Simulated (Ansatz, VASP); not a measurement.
**Ge in VASP and in Ansatz**

File INCAR:

```
SYSTEM = Ge
PREC = Accurate
ENCUT = 520
EDIFF = 1E-8
ISMEAR = 1
SIGMA = 0.1
LREAL = .False.
LASPH = .True.
NELM = 150
ALGO = Normal
ISIF = 2
LWAVE = .False.
LCHARG = .False.
LNONCOLLINEAR = .True.
MAGMOM = 0 0 0 0 0 0
LORBIT = 11
LSORBIT = .True.
GGA_COMPAT = .False.
LORBMOM = .True.
GGA = RE
IVDW = 13
LEFG = .True.
NBANDS = 40
```

Contents of KPOINTS:

```
Automatic mesh
0
Gamma
  8 8 8
  0 0 0
```

POSCAR

```
Ge
1.0
    0.0000000000      2.8289100000      2.8289100000
    2.8289100000      0.0000000000      2.8289100000
    2.8289100000      2.8289100000      0.0000000000
Ge
2
Direct
    0.2500000000      0.2500000000      0.2500000000
    0.0000000000      0.0000000000      0.0000000000
```

The input input.yaml:

```yaml
crystal:
  lattice:
    - [0.0, 2.82891, 2.82891]
    - [2.82891, 0.0, 2.82891]
    - [2.82891, 2.82891, 0.0]
  atoms:
    - { symbol: Ge, position: [0.25, 0.25, 0.25] }
    - { symbol: Ge, position: [0.0, 0.0, 0.0] }
hamiltonian:
  xc: revpbe
  pseudopotentials: { kind: paw_fr }
  dispersion: d4
magnetization:
  noncollinear: true
  spin_orbit: true
kpoints:
  mp_grid: { grid: [8, 8, 8] }
scf:
  occupations: { method: methfessel_paxton, width: 0.1 }
output:
  forces: true
  stress: true
  eigenvalues: true
  efg: {}
  write_density: true
  write_potential: true
  elf: true
  volumetric_format: npy
```

Alike in both runs: task electric field gradients; functional revPBE; dispersion D4; k mesh 8 × 8 × 8; occupations methfessel-paxton of order 1, width 0.1 eV; non-collinear spin, spin-orbit coupling.

```csv
,VASP,Ansatz
version,VASP 6.6.1,Ansatz 0.2.0
potentials or method,"VASP PAW PBE potentials, release 64 (Ge_d)",Ansatz PAW
plane-wave cutoff (eV),520,420
valence electrons in the cell,28,28
```

|  | VASP | Ansatz | Ansatz less VASP |
| --- | --- | --- | --- |
| pressure (GPa) | 0.8 | 0.9 | +0.11 |

VASP's potentials were made for PBE, not for revPBE.
